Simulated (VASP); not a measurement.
# Ge (P6_3/mmc) in VASP: notebook

Ge is run at these levels: r2SCAN; tasks: single point.

All numbers are computed with VASP 6.6.1; they aren't measurements. Logs are shortened: lines on timing, memory, paths and dates and some standing lists are left out, and cuts for length are marked.

## Step 1: The cell of the first run

The structure is hexagonal, space group P6_3/mmc (No. 194). Conventional cell: a = 4.116 Å, b = 4.116 Å, c = 6.504 Å, α = 90.00°, β = 90.00°, γ = 120.00°. Ge (site symmetry 3m) has 4 Ge at 2.43 to 2.51 Å within 3.2 Å.

This isn't the form of Ge at room conditions, which is diamond.

## Step 2: Single point, r2SCAN (strain +0.030 along x and y, -0.015 along z)

File POSCAR:

```
Ge
1.0
    4.1155181624      0.0000000000      0.0000000000
   -2.0577590812      3.5641432784      0.0000000000
    0.0000000000      0.0000000000      6.5036702942
Ge
4
Direct
    0.6666666667      0.3333333333      0.0629814339
    0.3333333333      0.6666666667      0.5629814339
    0.6666666667      0.3333333333      0.4370185661
    0.3333333333      0.6666666667      0.9370185661
```

File INCAR.step1:

```
ALGO     = Normal         # electronic algorithm
EDIFF    = 1E-4           # SCF threshold, eV
ENCUT    = 520            # plane-wave cutoff, eV
GGA      = PE             # functional
ISMEAR   = 0              # smearing method
LASPH    = True           # aspherical terms in the spheres
LCHARG   = False          # write CHGCAR
LREAL    = False          # projectors in reciprocal space
LWAVE    = True           # write WAVECAR
NBANDS   = 36             # bands
NELM     = 80             # most SCF steps
PREC     = Accurate       # precision mode
SIGMA    = 0.03           # smearing width, eV
```

File INCAR.step2:

```
ALGO     = Normal         # electronic algorithm
EDIFF    = 1E-6           # SCF threshold, eV
ENCUT    = 520            # plane-wave cutoff, eV
ISIF     = 2              # what is computed and relaxed
ISMEAR   = 0              # smearing method
ISTART   = 1            
LASPH    = True           # aspherical terms in the spheres
LCHARG   = False          # write CHGCAR
LMIXTAU  = True         
LREAL    = False          # projectors in reciprocal space
LWAVE    = False          # write WAVECAR
METAGGA  = R2SCAN         # meta-GGA
NBANDS   = 36             # bands
NELM     = 80             # most SCF steps
PREC     = Accurate       # precision mode
SIGMA    = 0.03           # smearing width, eV
```

File KPOINTS:

```
k-points
0
Gamma
  12 12 6
```

Potentials or basis: VASP PAW PBE potentials, release 64 (Ge_d).

Run with:

```console
cat potpaw_PBE.64/Ge_d/POTCAR > POTCAR
cp INCAR.step1 INCAR
mpirun -np 1 vasp_std > vasp.out
cp INCAR.step2 INCAR
mpirun -np 1 vasp_std > vasp.out
```

OUTCAR:

```text
EDIFF = 1E-6
   ENCUT = 520
   ISIF = 2
   ISMEAR = 0
   ISTART = 1
   LASPH = True
   LREAL = False
   METAGGA = R2SCAN
   NELM = 80
   PREC = Accurate

 ion  position               nearest neighbor table
   1  0.667  0.333  0.063-   3 2.43   4 2.51   4 2.51   4 2.51
   2  0.333  0.667  0.563-   4 2.43   3 2.51   3 2.51   3 2.51
   3  0.667  0.333  0.437-   1 2.43   2 2.51   2 2.51   2 2.51
   4  0.333  0.667  0.937-   2 2.43   1 2.51   1 2.51   1 2.51

  LATTYP: Found a hexagonal cell.
 ALAT       =     4.1155181624
 C/A-ratio  =     1.5802798184

  Lattice vectors:

 A1 = (   4.1155181624,   0.0000000000,   0.0000000000)
 A2 = (  -2.0577590812,   3.5641432784,   0.0000000000)
 A3 = (   0.0000000000,   0.0000000000,   6.5036702942)

Analysis of symmetry for initial positions (statically):
=====================================================================
 Subroutine PRICEL returns:
 Original cell was already a primitive cell.

 Routine SETGRP: Setting up the symmetry group for a
 hexagonal supercell.

 Subroutine GETGRP returns: Found 24 space group operations
 (whereof 12 operations were pure point group operations)
 out of a pool of 24 trial point group operations.

The static configuration has the point symmetry D_3d.
 The point group associated with its full space group is D_6h.

Analysis of symmetry for dynamics (positions and initial velocities):
=====================================================================
 Subroutine PRICEL returns:
 Original cell was already a primitive cell.

 Routine SETGRP: Setting up the symmetry group for a
 hexagonal supercell.

 Subroutine GETGRP returns: Found 24 space group operations
 (whereof 12 operations were pure point group operations)
 out of a pool of 24 trial point group operations.

The dynamic configuration has the point symmetry D_3d.
 The point group associated with its full space group is D_6h.

 Subroutine INISYM returns: Found 24 space group operations
 (whereof 12 operations are pure point group operations),
 and found     1 'primitive' translations

----------------------------------------------------------------------------------------

                                     Primitive cell

  volume of cell :      95.3978

  direct lattice vectors                    reciprocal lattice vectors
     4.115518162  0.000000000  0.000000000     0.242982769  0.140286167  0.000000000
    -2.057759081  3.564143278  0.000000000     0.000000000  0.280572334  0.000000000
     0.000000000  0.000000000  6.503670294     0.000000000  0.000000000  0.153759332

  length of vectors
     4.115518162  4.115518162  6.503670294     0.280572334  0.280572334  0.153759332

  position of ions in fractional coordinates (direct lattice)
     0.666666667  0.333333333  0.062981434
     0.333333333  0.666666667  0.562981434
     0.666666667  0.333333333  0.437018566
     0.333333333  0.666666667  0.937018566

  ion indices of the primitive-cell ions
   primitive index   ion index
                 1           1
                 2           2
                 3           3
                 4           4

----------------------------------------------------------------------------------------

 KPOINTS: k-points

Automatic generation of k-mesh.
 Grid dimensions read from file:
 generate k-points for:   12   12    6

 Generating k-lattice:

  Cartesian coordinates                     Fractional coordinates (reciprocal lattice)
     0.020248564  0.011690514  0.000000000     0.083333333  0.000000000  0.000000000
     0.000000000  0.023381028  0.000000000     0.000000000  0.083333333  0.000000000
     0.000000000  0.000000000  0.025626555     0.000000000  0.000000000  0.166666667

  Length of vectors
     0.023381028  0.023381028  0.025626555

  Shift w.r.t. Gamma in fractional coordinates (k-lattice)
     0.000000000  0.000000000  0.000000000

 Subroutine IBZKPT returns following result:
 ===========================================

 Found     76 irreducible k-points:

 Following reciprocal coordinates:
            Coordinates               Weight
  0.000000  0.000000  0.000000      1.000000
  0.083333 -0.000000  0.000000      6.000000
  0.166667 -0.000000  0.000000      6.000000
  0.250000 -0.000000  0.000000      6.000000
  0.333333  0.000000  0.000000      6.000000
  0.416667  0.000000  0.000000      6.000000
[... 16 lines left out ...]
  0.250000 -0.000000  0.166667     12.000000
  0.333333  0.000000  0.166667     12.000000
 [... further k-points ...]
   k-points           NKPTS =     76   k-points in BZ     NKDIM =     76   number of bands    NBANDS=     36
   number of dos      NEDOS =    301   number of ions     NIONS =      4
   total plane-waves  NPLWV =  49152
   dimension x,y,z NGX =    32 NGY =   32 NGZ =   48
   dimension x,y,z NGXF=    64 NGYF=   64 NGZF=   96
   ions per type =               4
   NGX,Y,Z   is equivalent  to a cutoff of  12.93, 12.93, 12.27 a.u.
   NGXF,Y,Z  is equivalent  to a cutoff of  25.85, 25.85, 24.54 a.u.
 SYSTEM =  unknown system
   PREC   = accura    normal or accurate (medium, high low for compatibility)
   ISTART =      1    job   : 0-new  1-cont  2-samecut
   ICHARG =      0    charge: 1-file 2-atom 10-const
   ISPIN  =      1    spin polarized calculation?
   LNONCOLLINEAR =      F non collinear calculations
   LSORBIT =      F    spin-orbit coupling
   LASPH  =      T    aspherical Exc in radial PAW
   ENCUT  =  520.0 eV  38.22 Ry    6.18 a.u.   7.65  7.65 12.09*2*pi/ulx,y,z
   NELM   =     80;   NELMIN=  2; NELMDL=  0     # of ELM steps
   EDIFF  = 0.1E-05   stopping-criterion for ELM
   LREAL  =      F    real-space projection
   EDIFFG = 0.1E-04   stopping-criterion for IOM
   NSW    =      0    number of steps for IOM
   IBRION =     -1    ionic relax: 0-MD 1-quasi-New 2-CG
   NFREE  =      0    steps in history (QN), initial steepest desc. (CG)
   ISIF   =      2    stress and relaxation
   ISYM   =      2    0-nonsym 1-usesym 2-fastsym
   POTIM  = 0.5000    time-step for ionic-motion
   TEBEG  =    0.0;   TEEND  =   0.0 temperature during run
   PSTRESS=    0.0 pullay stress
   NELECT =      56.0000    total number of electrons
   NUPDOWN=      -1.0000    fix difference up-down
   EMIN   =  10.00;   EMAX   =-10.00  energy-range for DOS
   EFERMI =   0.00;   METHOD = LEGACY
   ISMEAR =     0;   SIGMA  =   0.03  broadening in eV -4-tet -1-fermi 0-gaus
   EFERMI_NEDOS =   21; number of points for ismear=-14 and -15
   IALGO  =     38    algorithm
   IMIX   =      4    mixing-type and parameters
     AMIX     =   0.40;   BMIX     =  1.00
     AMIX_MAG =   1.60;   BMIX_MAG =  1.00
  volume/ion in A,a.u.               =      23.85       160.94
  Fermi-wavevector in a.u.,A,eV,Ry     =   1.370750  2.590341 25.564725  1.878954
  Thomas-Fermi vector in A             =   2.496508
   LORBIT       =      0    0 simple, 1 ext, 2 COOP (PROOUT), +10 PAW based schemes
   METAGGA = R2SCAN    functional components
   LHFCALC =     F    Hartree Fock is set to
   AEXX    =    0.0000 exact exchange contribution
   IVDW    =     0    specifies the selected vdW correction
   LEPSILON=     F    determine dielectric tensor
   LRPA    =     F    only Hartree local field effects (RPA)
 non-spin polarized calculation
 Gauss-broadening in eV      SIGMA  =   0.03
  energy-cutoff  :      520.00
  volume of cell :       95.40
 maximum number of plane-waves:      2616
 NGX is ok and might be reduce to    32
   NGX = 15   NGY = 15   NGZ = 25

 number of electron      55.9999992 magnetization

 Free energy of the ion-electron system (eV)
  ---------------------------------------------------
  ext. energy  EPLUGINS =         0.00000000
  ---------------------------------------------------
  free energy    TOTEN  =       -55.31742806 eV

  energy without entropy =      -55.31731301  energy(sigma->0) =      -55.31737053

 E-fermi :   4.3575     XC(G=0): -10.5415

 val. band max:        4.3542746816   @ k =   0.0000   0.0000   0.0000
 cond. band min:       4.4340752639   @ k =   0.0000   0.0000   0.3333
 fundamental gap:      0.0798005823
 Fermi energy:         4.3574656338

 k-point     1 :       0.0000    0.0000    0.0000
  band No.  band energies     occupation
      1     -21.1512      2.00000
      2     -21.1470      2.00000
      3     -21.1470      2.00000
      4     -21.1312      2.00000
      5     -21.1028      2.00000
      6     -21.1028      2.00000
[... 28 lines left out ...]
     35       9.1137      0.00000
     36      10.8397      0.00000

 k-point     2 :       0.0833   -0.0000    0.0000
  band No.  band energies     occupation
      1     -21.1572      2.00000
      2     -21.1533      2.00000
      3     -21.1484      2.00000
      4     -21.1201      2.00000
      5     -21.1055      2.00000
      6     -21.1031      2.00000
[... 28 lines left out ...]
     35       9.4125      0.00000
     36      11.0707      0.00000

 k-point     3 :       0.1667   -0.0000    0.0000
  band No.  band energies     occupation
      1     -21.1693      2.00000
      2     -21.1584      2.00000
      3     -21.1514      2.00000
      4     -21.1115      2.00000
      5     -21.1063      2.00000
      6     -21.1031      2.00000
[... 28 lines left out ...]
     35      10.2005      0.00000
     36      10.5138      0.00000

 k-point     4 :       0.2500   -0.0000    0.0000
  band No.  band energies     occupation
      1     -21.1778      2.00000
      2     -21.1648      2.00000
      3     -21.1541      2.00000
      4     -21.1177      2.00000
      5     -21.1010      2.00000
      6     -21.0957      2.00000
[... 28 lines left out ...]
     35      10.7920      0.00000
     36      11.2875      0.00000

 k-point     5 :       0.3333    0.0000    0.0000
  band No.  band energies     occupation
      1     -21.1822      2.00000
      2     -21.1710      2.00000
      3     -21.1557      2.00000
      4     -21.1225      2.00000
      5     -21.0965      2.00000
      6     -21.0872      2.00000
[... 655 lines left out ...]
 k-point    22 :       0.1667   -0.0000    0.1667
  band No.  band energies     occupation
      1     -21.1668      2.00000
      2     -21.1563      2.00000
      3     -21.1495      2.00000
      4     -21.1162      2.00000
      5     -21.1106      2.00000
      6     -21.1059      2.00000
[... 28 lines left out ...]
     35       9.9620      0.00000
     36      10.9466      0.00000

 k-point    23 :       0.2500   -0.0000    0.1667
  band No.  band energies     occupation
      1     -21.1749      2.00000
      2     -21.1622      2.00000
      3     -21.1523      2.00000
      4     -21.1214      2.00000
      5     -21.1067      2.00000
      6     -21.0961      2.00000
[... 28 lines left out ...]
     35      10.8048      0.00000
     36      11.0158      0.00000

 k-point    24 :       0.3333    0.0000    0.1667
  band No.  band energies     occupation
      1     -21.1790      2.00000
      2     -21.1681      2.00000
      3     -21.1540      2.00000
      4     -21.1256      2.00000
      5     -21.1012      2.00000
      6     -21.0875      2.00000
[... 28 lines left out ...]
     35      11.3794      0.00000
     36      12.1533      0.00000

 [... further k-points ...]
[... 5 lines left out ...]
  --------------------------------------------------------------------------------------
  -------------------------------------------------------------------------------------
  Total       -3.0084418     -3.0084418      1.5836049      0.0000000      0.0000000      0.0000000
  in kB      -50.5258930    -50.5258930     26.5961774      0.0000000      0.0000000      0.0000000
  external PRESSURE =     -24.8185362 kB  Pullay stress =       0.0000000 kB

 VOLUME and BASIS-vectors are now :
 -----------------------------------------------------------------------------
  energy-cutoff  :      520.00
  volume of cell :       95.40
      direct lattice vectors                 reciprocal lattice vectors
     4.115518162  0.000000000  0.000000000     0.242982769  0.140286167  0.000000000
    -2.057759081  3.564143278  0.000000000     0.000000000  0.280572334  0.000000000
     0.000000000  0.000000000  6.503670294     0.000000000  0.000000000  0.153759332

 POSITION                                       TOTAL-FORCE (eV/Angst)
 -----------------------------------------------------------------------------------
      2.05776      1.18805      0.40961         0.000000     -0.000000     -0.403734
     -0.00000      2.37610      3.66145         0.000000      0.000000     -0.403734
      2.05776      1.18805      2.84222        -0.000000      0.000000      0.403734
     -0.00000      2.37610      6.09406         0.000000      0.000000      0.403734
 -----------------------------------------------------------------------------------
    total drift:                               -0.000000      0.000000     -0.000000

  FREE ENERGIE OF THE ION-ELECTRON SYSTEM (eV)
  ---------------------------------------------------
  free  energy   TOTEN  =       -55.3174280644 eV

  energy  without entropy=      -55.3173130052  energy(sigma->0) =      -55.31737053
```

It took 10 min on 1 thread of AMD EPYC 9R45 (Zen 5), shared host; peak memory 0.31 GiB.

Results:

```
Free energy            : -55.3174 eV
Pressure               : -2.5 GPa
Largest force          : 0.404 eV/Å
Band gap on the k mesh : zero (bands 28 and 29 overlap by 0.08 eV)
```

Forces on the atoms (eV/Å):
```
Ge   0.000  0.000 -0.404
Ge   0.000  0.000 -0.404
Ge   0.000  0.000  0.404
Ge   0.000  0.000  0.404
```

Levels at points of the mesh, in eV from the Fermi level:
```tsv
k point	band 25	band 26	band 27	band 28	band 29	band 30	band 31	band 32
(0.00, 0.00, 0.00)	-1.70	-0.33	-0.17	0.00	0.14	0.14	2.17	2.17
(0.50, 0.00, 0.00)	-4.59	-3.20	-2.82	-1.35	0.59	1.93	3.74	3.90
(0.00, 0.00, 0.50)	-1.00	-1.00	-1.00	-1.00	0.56	0.56	3.43	3.43
(0.50, 0.00, 0.50)	-2.47	-2.47	-2.42	-2.42	0.74	0.74	2.55	2.55
```

Caveat: the cell differs from its parent crystal (strain +0.030 along x and y, -0.015 along z); semilocal functionals underestimate gaps, so a narrow gap can read as zero; the PAW data sets were made with another functional, which shifts forces and pressure a little.

## Step 3: Single point, r2SCAN (strain +0.015 along x and y, +0.015 along z)

File POSCAR:

```
Ge
1.0
    4.0555834319      0.0000000000      0.0000000000
   -2.0277917160      3.5122382792      0.0000000000
    0.0000000000      0.0000000000      6.7017516230
Ge
4
Direct
    0.6666666667      0.3333333333      0.0629814339
    0.3333333333      0.6666666667      0.5629814339
    0.6666666667      0.3333333333      0.4370185661
    0.3333333333      0.6666666667      0.9370185661
```

File INCAR.step1:

```
SYSTEM = Ge
PREC = Accurate ; ENCUT = 520
ISMEAR = 0 ; SIGMA = 0.03
LREAL = .False. ; LASPH = .True.
NELM = 80 ; NBANDS = 36
GGA = PE ; ALGO = Normal
EDIFF = 1E-4 ; LWAVE = .True.
LCHARG = .False.
```

File INCAR.step2:

```
SYSTEM = Ge
PREC = Accurate ; ENCUT = 520
EDIFF = 1E-7 ; ISMEAR = 0
SIGMA = 0.03 ; LREAL = .False.
LASPH = .True. ; NELM = 80
ALGO = Normal ; ISIF = 2
LWAVE = .False. ; LCHARG = .False.
METAGGA = R2SCAN ; LMIXTAU = .True.
NBANDS = 36 ; ISTART = 1
```

File KPOINTS:

```
regular mesh
0
Gamma
  12 12 6
  0 0 0
```

Potentials or basis: VASP PAW PBE potentials, release 64 (Ge_d).

Run with:

```console
cat potpaw_PBE.64/Ge_d/POTCAR > POTCAR
cp INCAR.step1 INCAR
mpirun -np 1 vasp_std > vasp.out
cp INCAR.step2 INCAR
mpirun -np 1 vasp_std > vasp.out
```

Wall time 10 min (1 thread of AMD EPYC 9R45 (Zen 5), shared host); peak memory 0.3 GiB.

Results (log left out):

- Free energy: -55.3833 eV
- Pressure: -2.8 GPa
- Largest force: 0.013 eV/Å
- Band gap on the k mesh: 0.04 eV

Forces in eV/Å, atoms in the order of the input:
```
Ge   0.000  0.000 -0.013
Ge   0.000  0.000 -0.013
Ge   0.000  0.000  0.013
Ge   0.000  0.000  0.013
```

Levels at points of the mesh, in eV from the valence-band top:
```tsv
k point	band 26	band 27	band 28	band 29	band 30	band 31
(0.00, 0.00, 0.00)	-0.24	-0.14	0.00	0.04	0.04	2.35
(0.50, 0.00, 0.00)	-3.13	-2.81	-1.53	0.72	1.72	3.75
(0.00, 0.00, 0.50)	-0.93	-0.93	-0.93	0.75	0.75	3.47
(0.50, 0.00, 0.50)	-2.62	-2.48	-2.48	0.63	0.63	2.35
```

Caveat: the cell differs from its parent crystal (strain +0.015 along x and y, +0.015 along z); the PAW data sets were made with another functional, which shifts forces and pressure a little.
